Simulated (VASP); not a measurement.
Set up this calculation in VASP 6.6.1, as the native input.

```yaml
Task: single point
Functional: r2SCAN
Potentials_or_basis: VASP PAW PBE potentials, release 64 (Ir)
Cutoff: 520 eV
k_mesh: 16 × 16 × 16
Occupations: fermi-dirac, width 0.05 eV
Spin: collinear spin, ferromagnetic start
Starting_moments: "[1.0, 1.0] μB"
Dipole_correction: no
Further_INCAR_settings: ALGO = Normal; EDIFF = 1e-06; NBANDS = 20
```

Ir:

```
CELL_PARAMETERS angstrom
0.00000 2.76307 2.76307
2.76307 0.00000 2.76307
2.76307 2.76307 0.00000
ATOMIC_POSITIONS crystal
Ir 0.12500 0.12500 0.12500
Ir 0.87500 0.87500 0.87500
```

One way to write it, as run:

POSCAR

```
Ir
1.0
    0.0000000000      2.7630745518      2.7630745518
    2.7630745518      0.0000000000      2.7630745518
    2.7630745518      2.7630745518      0.0000000000
Ir
2
Direct
    0.1250000000      0.1250000000      0.1250000000
    0.8750000000      0.8750000000      0.8750000000
```

INCAR.step1

```
PREC = Accurate
ENCUT = 520
ISMEAR = -1
SIGMA = 0.05
LREAL = False
LASPH = True
NELM = 150
ISPIN = 2
MAGMOM = 1 1
LMAXMIX = 4
NBANDS = 20
GGA = PE
ALGO = Normal
EDIFF = 1E-4
LWAVE = True
LCHARG = False
```

INCAR.step2

```
PREC = Accurate
ENCUT = 520
EDIFF = 1E-6
ISMEAR = -1
SIGMA = 0.05
LREAL = False
LASPH = True
NELM = 150
ALGO = Normal
ISIF = 2
LWAVE = False
LCHARG = False
ISPIN = 2
MAGMOM = 1 1
LORBIT = 11
LMAXMIX = 4
METAGGA = R2SCAN
LMIXTAU = True
NBANDS = 20
ISTART = 1
```

KPOINTS

```
regular mesh
0
Gamma
  16 16 16
```

Potentials or basis: VASP PAW PBE potentials, release 64 (Ir).

Command:

```console
$ cat potpaw_PBE.64/Ir/POTCAR > POTCAR
$ cp INCAR.step1 INCAR
$ mpirun -np 1 vasp_std > vasp.out
$ cp INCAR.step2 INCAR
$ mpirun -np 1 vasp_std > vasp.out
```

Results of the run:

```yaml
Pressure: 0.3 GPa
Band_gap_on_the_k_mesh: zero (filled and empty bands overlap)
Net_moment: 0.00 μB per cell
Valence_electrons_inside_the_program's_atomic_spheres: Ir 8.39
```

Caveat: the PAW data sets were made with another functional, which shifts forces and pressure a little; spin-orbit coupling is left out, which moves the levels of the heavy elements.

It took 15 min on 1 thread of Intel(R) Xeon(R) Platinum 8259CL CPU @ 2.50GHz (Skylake/Cascade Lake), with other jobs on the host, peak memory 0.32 GiB.
